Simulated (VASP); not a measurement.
# HfBF (P4/mmm) in VASP: single point with PBE

Aim: the single point of HfBF with PBE.

All numbers are computed with VASP 6.6.1; they aren't measurements. Logs are shortened: lines on timing, memory, paths and dates and some standing lists are left out, and cuts for length are marked.

## (1) The cell of the first run

It takes space group P4/mmm (No. 123, tetragonal). Conventional cell: a = 2.913 Å, b = 2.913 Å, c = 4.091 Å, α = 90.00°, β = 90.00°, γ = 90.00°. Within 2.7 Å of Hf (site symmetry 4/mmm) lie 2 B at 2.05 Å. Within 2.7 Å of B (site symmetry 4/mmm) lie 2 Hf at 2.05 Å and 4 F at 2.06 Å. Within 2.7 Å of F (site symmetry 4/mmm) lie 4 B at 2.06 Å.

## (2) Single point, PBE

File INCAR:

```
SYSTEM = HfBF
PREC = Accurate
ENCUT = 520
EDIFF = 1E-6
ISMEAR = 0
SIGMA = 0.1
LREAL = .FALSE.
LASPH = .TRUE.
NELM = 80
ALGO = Normal
ISIF = 2
LWAVE = .FALSE.
LCHARG = .FALSE.
GGA = PE
NBANDS = 17
```

File KPOINTS:

```
Automatic mesh
0
G
  6 6 4
  0 0 0
```

File POSCAR:

```
HfBF
1.0
    2.9125059500      0.0000000000      0.0000000000
    0.0000000000      2.9125059500      0.0000000000
    0.0000000000      0.0000000000      4.0911957500
Hf B F
1 1 1
Direct
    0.5000000000      0.5000000000      0.5000000000
    0.5000000000      0.5000000000      0.0000000000
    0.0000000000      0.0000000000      0.0000000000
```

Potentials or basis: VASP PAW PBE potentials, release 64 (Hf_pv, B, F).

Started as:

```bash
$ cat potpaw_PBE.64/Hf_pv/POTCAR potpaw_PBE.64/B/POTCAR potpaw_PBE.64/F/POTCAR > POTCAR
$ mpirun -np 1 vasp_std > vasp.out
```

OUTCAR:

```text
SYSTEM = HfBF
   PREC = Accurate
   ENCUT = 520
   EDIFF = 1E-6
   ISMEAR = 0
   LREAL = .FALSE.
   LASPH = .TRUE.
   NELM = 80
   ISIF = 2
   GGA = PE

 ion  position               nearest neighbor table
   1  0.500  0.500  0.500-   2 2.05   2 2.05
   2  0.500  0.500  0.000-   1 2.05   1 2.05
   3  0.000  0.000  0.000-

  LATTYP: Found a simple tetragonal cell.
 ALAT       =     2.9125059500
 C/A-ratio  =     1.4046995337

  Lattice vectors:

 A1 = (   2.9125059500,   0.0000000000,   0.0000000000)
 A2 = (   0.0000000000,   2.9125059500,   0.0000000000)
 A3 = (   0.0000000000,   0.0000000000,   4.0911957500)

Analysis of symmetry for initial positions (statically):
=====================================================================
 Subroutine PRICEL returns:
 Original cell was already a primitive cell.

 Routine SETGRP: Setting up the symmetry group for a
 simple tetragonal supercell.

 Subroutine GETGRP returns: Found 16 space group operations
 (whereof 16 operations were pure point group operations)
 out of a pool of 16 trial point group operations.

The static configuration has the point symmetry D_4h.

Analysis of symmetry for dynamics (positions and initial velocities):
=====================================================================
 Subroutine PRICEL returns:
 Original cell was already a primitive cell.

 Routine SETGRP: Setting up the symmetry group for a
 simple tetragonal supercell.

 Subroutine GETGRP returns: Found 16 space group operations
 (whereof 16 operations were pure point group operations)
 out of a pool of 16 trial point group operations.

The dynamic configuration has the point symmetry D_4h.

 Subroutine INISYM returns: Found 16 space group operations
 (whereof 16 operations are pure point group operations),
 and found     1 'primitive' translations

----------------------------------------------------------------------------------------

                                     Primitive cell

  volume of cell :      34.7043

  direct lattice vectors                    reciprocal lattice vectors
     2.912505950  0.000000000  0.000000000     0.343346938  0.000000000  0.000000000
     0.000000000  2.912505950  0.000000000     0.000000000  0.343346938  0.000000000
     0.000000000  0.000000000  4.091195750     0.000000000  0.000000000  0.244427317

  length of vectors
     2.912505950  2.912505950  4.091195750     0.343346938  0.343346938  0.244427317

[... 77 lines left out ...]
   LNONCOLLINEAR =      F non collinear calculations
   LSORBIT =      F    spin-orbit coupling
   LASPH  =      T    aspherical Exc in radial PAW
   ENCUT  =  520.0 eV  38.22 Ry    6.18 a.u.   5.42  5.42  7.61*2*pi/ulx,y,z
   NELM   =     80;   NELMIN=  2; NELMDL= -5     # of ELM steps
   EDIFF  = 0.1E-05   stopping-criterion for ELM
   LREAL  =      F    real-space projection
   EDIFFG = 0.1E-04   stopping-criterion for IOM
   NSW    =      0    number of steps for IOM
   IBRION =     -1    ionic relax: 0-MD 1-quasi-New 2-CG
   NFREE  =      0    steps in history (QN), initial steepest desc. (CG)
   ISIF   =      2    stress and relaxation
   ISYM   =      2    0-nonsym 1-usesym 2-fastsym
   POTIM  = 0.5000    time-step for ionic-motion
   TEBEG  =    0.0;   TEEND  =   0.0 temperature during run
   PSTRESS=    0.0 pullay stress
   NELECT =      20.0000    total number of electrons
   NUPDOWN=      -1.0000    fix difference up-down
   EMIN   =  10.00;   EMAX   =-10.00  energy-range for DOS
   EFERMI =   0.00;   METHOD = LEGACY
   ISMEAR =     0;   SIGMA  =   0.10  broadening in eV -4-tet -1-fermi 0-gaus
   EFERMI_NEDOS =   21; number of points for ismear=-14 and -15
   IALGO  =     38    algorithm
   IMIX   =      4    mixing-type and parameters
     AMIX     =   0.40;   BMIX     =  1.00
     AMIX_MAG =   1.60;   BMIX_MAG =  1.00
  volume/ion in A,a.u.               =      11.57        78.07
  Fermi-wavevector in a.u.,A,eV,Ry     =   1.362355  2.574477 25.252554  1.856010
  Thomas-Fermi vector in A             =   2.488852
   LORBIT       =      0    0 simple, 1 ext, 2 COOP (PROOUT), +10 PAW based schemes
   GGA     = PE    functional components
   LHFCALC =     F    Hartree Fock is set to
   AEXX    =    0.0000 exact exchange contribution
   IVDW    =     0    specifies the selected vdW correction
   LEPSILON=     F    determine dielectric tensor
   LRPA    =     F    only Hartree local field effects (RPA)
 non-spin polarized calculation
 Gauss-broadening in eV      SIGMA  =   0.10
  energy-cutoff  :      520.00
  volume of cell :       34.70
 maximum number of plane-waves:       947
 NGX is ok and might be reduce to    24
   NGX = 11   NGY = 11   NGZ = 15

 number of electron      19.9999989 magnetization

 Free energy of the ion-electron system (eV)
  ---------------------------------------------------
  ext. energy  EPLUGINS =         0.00000000
  ---------------------------------------------------
  free energy    TOTEN  =       -14.20135603 eV

  energy without entropy =      -14.18813985  energy(sigma->0) =      -14.19474794

 E-fermi :   6.0021     XC(G=0): -11.7647

 val. band max:        5.9980962680   @ k =   0.1667   0.1667   0.2500
 cond. band min:       6.0395775348   @ k =   0.1667   0.1667   0.5000
 fundamental gap:      0.0414812668
 Fermi energy:         6.0020885655

 k-point     1 :       0.0000    0.0000    0.0000
  band No.  band energies     occupation
      1     -24.6810      2.00000
      2     -23.7454      2.00000
      3     -23.7454      2.00000
      4     -20.0301      2.00000
      5      -1.8504      2.00000
      6      -1.4884      2.00000
[... 457 lines left out ...]
      4     -19.7382      2.00000
      5      -4.0964      2.00000
      6      -1.2354      2.00000
[... 9 lines left out ...]
     16      14.9475      0.00000
     17      15.7531      0.00000

 [... further k-points ...]
[... 5 lines left out ...]
  --------------------------------------------------------------------------------------
  -------------------------------------------------------------------------------------
  Total        6.0369697      6.0369697     21.5783529      0.0000000      0.0000000      0.0000000
  in kB      278.7055862    278.7055862    996.1964107      0.0000000      0.0000000      0.0000000
  external PRESSURE =     517.8691944 kB  Pullay stress =       0.0000000 kB

 VOLUME and BASIS-vectors are now :
 -----------------------------------------------------------------------------
  energy-cutoff  :      520.00
  volume of cell :       34.70
      direct lattice vectors                 reciprocal lattice vectors
     2.912505950  0.000000000  0.000000000     0.343346938  0.000000000  0.000000000
     0.000000000  2.912505950  0.000000000     0.000000000  0.343346938  0.000000000
     0.000000000  0.000000000  4.091195750     0.000000000  0.000000000  0.244427317

 POSITION                                       TOTAL-FORCE (eV/Angst)
 -----------------------------------------------------------------------------------
      1.45625      1.45625      2.04560         0.000000      0.000000      0.000000
      1.45625      1.45625      0.00000         0.000000      0.000000      0.000000
      0.00000      0.00000      0.00000         0.000000      0.000000      0.000000
 -----------------------------------------------------------------------------------
    total drift:                                0.000000      0.000000     -0.000000

  FREE ENERGIE OF THE ION-ELECTRON SYSTEM (eV)
  ---------------------------------------------------
  free  energy   TOTEN  =       -14.2013560287 eV

  energy  without entropy=      -14.1881398501  energy(sigma->0) =      -14.19474794
```

stdout:

```text
POSCAR found type information on POSCAR HfB F
 POSCAR found :  3 types and       3 ions
 scaLAPACK will be used
 LDA part: xc-table for (Slater+PW92), standard interpolation
 POSCAR, INCAR and KPOINTS ok, starting setup
 FFT: planning ... GRIDC
 FFT: planning ... GRID_SOFT
 FFT: planning ... GRID
 WAVECAR not read
 entering main loop
```

It took 14 s on 1 thread of Intel Xeon Platinum 8488C (Sapphire Rapids), shared host; peak memory 0.15 GiB.

Results:

| Property | Result |
| --- | --- |
| Free energy | -14.2014 eV |
| Pressure | 51.8 GPa |
| Band gap on the k mesh | zero (band 10 reaches 6.75 eV, above the bottom of band 11 at 4.87 eV) |

Caveat: the k points lie up to 0.38 Å⁻¹ apart; spin-orbit coupling is left out, which moves the levels of the heavy elements.
